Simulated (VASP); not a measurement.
Wanted: the native input for a VASP 6.6.1 run.

* Task: single point
* Functional: PBE
* Dispersion: D3(BJ)
* Potentials or basis: VASP PAW PBE potentials, release 64 (Cl, Si, H)
* Cutoff: 520 eV
* k mesh: 1 × 1 × 1
* Occupations: gaussian, width 0.005 eV
* Spin: no spin polarisation
* Dipole correction: no
* Further INCAR settings: ALGO = Normal; EDIFF = 1e-06; NBANDS = 18; ISYM = 0

The structure of Cl2SiH2 lies in POSCAR:

```
SiH2Cl2
1.0
   14.4196805142      0.0000000000      0.0000000000
    0.0000000000     14.5000000000      0.0000000000
    0.0000000000      0.0000000000     15.0000000000
Cl Si H
2 1 2
Direct
    0.3825381513      0.5727346310      0.4935788567
    0.6161796967      0.5670565501      0.4925387642
    0.4973864207      0.4890016679      0.4970782456
    0.4965312099      0.4369898983      0.5822505905
    0.4955228836      0.4282590690      0.4175016772
```

One way to write it, as run:

INCAR

```
SYSTEM = SiH2Cl2
PREC = Accurate
ENCUT = 520
EDIFF = 1E-6
ISMEAR = 0
SIGMA = 0.005
LREAL = .False.
LASPH = .True.
NELM = 60
ALGO = Normal
ISIF = 2
LWAVE = .False.
LCHARG = .False.
GGA = PE
IVDW = 12
ISYM = 0
NBANDS = 18
```

KPOINTS

```
Automatic mesh
0
Gamma
  1 1 1
  0 0 0
```

Potentials or basis: VASP PAW PBE potentials, release 64 (Cl, Si, H).

Command:

```bash
$ cat potpaw_PBE.64/Cl/POTCAR potpaw_PBE.64/Si/POTCAR potpaw_PBE.64/H/POTCAR > POTCAR
$ mpirun -np 1 vasp_gam > vasp.out
```

Results of the run:

- Largest force: 0.052 eV/Å
- Gap between the frontier levels: 6.52 eV
- Dispersion energy per atom: -0.024 eV

Run time: 6.1 min on 1 thread of Intel(R) Xeon(R) Platinum 8175M CPU @ 2.50GHz (Skylake/Cascade Lake), on a shared host, peak memory 1.9 GiB.
